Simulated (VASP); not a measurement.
Wanted: the native input for a VASP 6.6.1 run.

| Quantity | Value |
| --- | --- |
| Task | single point |
| Functional | PBEsol |
| Potentials or basis | VASP PAW PBE potentials, release 64 (Cu, Mn_pv, Al) |
| Cutoff | 520 eV |
| k mesh | 11 × 11 × 11 |
| Occupations | fermi-dirac, width 0.05 eV |
| Spin | collinear spin, ferromagnetic start |
| Starting moments | [0.753488, 5.02326, 5.02326, 0.0, 0.0] μB |
| Fixed moment | 10.8 μB |
| Dipole correction | no |
| Further INCAR settings | ALGO = Normal; EDIFF = 1e-06; NBANDS = 34 |

The structure of Mn2Al2Cu lies in POSCAR:

```
Mn2Al2Cu
1.0
   -1.3685920000      1.3685920000      8.5189360000
    1.3685920000     -1.3685920000      8.5189360000
    1.3685920000      1.3685920000     -8.5189360000
Cu Mn Al
1 2 2
Direct
    0.9907910000      0.9907910000      0.0000000000
    0.3879100000      0.3879100000      0.0000000000
    0.8133490000      0.8133490000      0.0000000000
    0.2175480000      0.2175480000      0.0000000000
    0.5904020000      0.5904020000      0.0000000000
```

One way to write it, as run:

INCAR

```
  PREC = Accurate
  ENCUT = 520
  EDIFF = 1E-6
  ISMEAR = -1
  SIGMA = 0.05
  LREAL = False
  LASPH = True
  NELM = 150
  ALGO = Normal
  ISIF = 2
  LWAVE = False
  LCHARG = True
  ISPIN = 2
  MAGMOM = 0.753488 5.02326 5.02326 0 0
  LORBIT = 11
  NUPDOWN = 10.8
  LMAXMIX = 4
  GGA = PS
  LELF = True
  LVHAR = True
  NBANDS = 34
```

KPOINTS

```
Automatic mesh
0
Gamma
  11 11 11
```

Potentials or basis: VASP PAW PBE potentials, release 64 (Cu, Mn_pv, Al).

Command:

```console
$ cat potpaw_PBE.64/Cu/POTCAR potpaw_PBE.64/Mn_pv/POTCAR potpaw_PBE.64/Al/POTCAR > POTCAR
$ mpirun -np 1 vasp_std > vasp.out
```

Results of the run:

```yaml
Pressure: 39.5 GPa
Largest_force: 5.891 eV/Å
Net_moment: 10.80 μB per cell
Site_moments: Cu +0.58; Mn +4.07, +3.86; Al +0.17, +0.23 μB
Valence_electrons_inside_the_program's_atomic_spheres: Cu 10.04; Mn 11.91, 12.04; Al 0.84, 0.79
```

Caveat: the stress differs along the axes, from 35 to 42 GPa; the PAW data sets were made with another functional, which shifts forces and pressure a little; the total moment is fixed, so each spin has its own Fermi level and the state may be an excited one.

Wall time 60 min on 1 thread of AMD EPYC 9R45 96-Core Processor (Zen 5) (shared host), peak memory 1.2 GiB.
